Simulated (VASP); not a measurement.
# W: single point with PBEsol

Crystal: W.

```
CELL_PARAMETERS angstrom
0.00000 1.99913 2.29900
1.99913 0.00000 2.29900
1.99913 1.99913 0.00000
ATOMIC_POSITIONS crystal
W 0.00000 0.00000 0.00000
```

This cell differs from its parent crystal: engineering shear strain xz +0.0000, normal strain along z +0.1500.

```
Program             : VASP 6.6.1
Task                : single point
Functional          : PBEsol
Potentials or basis : VASP PAW PBE potentials, release 64 (W_sv)
Cutoff              : 500 eV
k mesh              : 20 × 20 × 20
Occupations         : gaussian, width 0.15 eV
Spin                : no spin polarisation
```

| Item | Value |
| --- | --- |
| Pressure | -31.5 GPa |
| Band gap on the k mesh | zero (bands 7 and 8 overlap by 3.59 eV) |

Stress tensor (GPa, compression positive):
```
-34.08   0.00   0.00
  0.00 -34.08   0.00
  0.00   0.00 -26.41
```

Levels at points of the mesh, in eV from the Fermi level:
| k point | band 3 | band 4 | band 5 | band 6 | band 7 | band 8 | band 9 | band 10 | band 11 | band 12 |
| --- | --- | --- | --- | --- | --- | --- | --- | --- | --- | --- |
| (0.00, 0.00, 0.00) | -37.86 | -37.86 | -8.67 | -1.79 | -0.03 | -0.03 | 0.51 | 3.04 | 12.67 | 14.80 |
| (0.50, 0.00, 0.00) | -38.13 | -37.89 | -5.28 | -1.73 | -0.01 | 0.16 | 3.59 | 4.26 | 8.65 | 11.67 |
| (0.50, 0.50, 0.00) | -38.04 | -38.04 | -5.23 | -4.02 | 0.72 | 4.20 | 4.45 | 4.45 | 8.79 | 12.01 |
| (0.50, 0.00, 0.50) | -38.37 | -38.19 | -4.97 | -4.08 | 3.14 | 3.51 | 3.52 | 5.64 | 9.31 | 10.73 |

Run time: 33 s on 1 thread of Intel(R) Xeon(R) 6975P-C (Granite Rapids) (shared host), peak memory 0.25 GiB.

Caveat: the cell differs from its parent crystal (engineering shear strain xz +0.0000, normal strain along z +0.1500); the stress differs along the axes, from -34 to -26 GPa; the PAW data sets were made with another functional, which shifts forces and pressure a little; spin-orbit coupling is left out, which moves the levels of the heavy elements.
